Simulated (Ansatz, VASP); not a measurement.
## Two plane-wave programs on BaHfO3

```
CELL_PARAMETERS angstrom
4.17706 0.00000 0.00000
0.00000 4.17706 0.00000
0.00000 0.00000 4.17706
ATOMIC_POSITIONS crystal
Ba 0.00000 0.00000 0.00000
Hf 0.50000 0.50000 0.50000
O 0.50000 0.50000 0.00000
O 0.50000 0.00000 0.50000
O 0.00000 0.50000 0.50000
```

Alike in both runs: task single point; functional PBE; k mesh 6 × 6 × 6; occupations fermi-dirac, width 0.02 eV; no spin polarisation.

|  | VASP | Ansatz |
| --- | --- | --- |
| version | VASP 6.6.1 | Ansatz 0.2.0 |
| potentials or method | VASP PAW PBE potentials, release 64 (Ba_sv, Hf_pv, O) | plane waves, PAW |
| plane-wave cutoff (eV) | 520 | 420 |
| valence electrons in the cell | 38 | 54 |

|  | VASP | Ansatz | Ansatz less VASP |
| --- | --- | --- | --- |
| gap on the k mesh at the Fermi level (eV) | 3.58 | 3.66 | +0.089 |
| pressure (GPa) | 2.8 | 3.4 | +0.54 |

The functional is the same, so the differences come from potentials, cutoffs and numerics. VASP's potentials hold 38 valence electrons a cell and Ansatz's 54, so a difference there can come from the potentials and not from the codes.

Neither program's run includes spin-orbit coupling.
